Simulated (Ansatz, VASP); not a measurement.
# One calculation of TePb, two programs

```
CELL_PARAMETERS angstrom
0.00000 3.39855 3.39855
3.39855 0.00000 3.39855
3.39855 3.39855 0.00000
ATOMIC_POSITIONS crystal
Pb 0.00000 0.00000 0.00000
Te 0.50000 0.50000 0.50000
```

Change from the starting cell: hydrostatic strain +4.0%.

Alike in both runs: task single point; functional PBE; k mesh 8 × 8 × 8; occupations fermi-dirac, width 0.02 eV; no spin polarisation.

```csv
,VASP,Ansatz
version,VASP 6.6.1,Ansatz 0.2.0
potentials or method,"VASP PAW PBE potentials, release 64 (Pb_d, Te)","plane waves, PAW"
plane-wave cutoff (eV),520,420
valence electrons in the cell,20,30
```

Ansatz gave:

```
gap on the k mesh at the Fermi level (eV) : 0.98
pressure (GPa)                            : -3.1
```

Q: What did VASP give for the same quantities?

A: gap on the k mesh at the Fermi level (eV): 0.98; pressure (GPa): -3.2.

VASP's potentials hold 20 valence electrons a cell and Ansatz's 30, so a difference there can come from the potentials and not from the codes.

Spin-orbit coupling is off throughout.
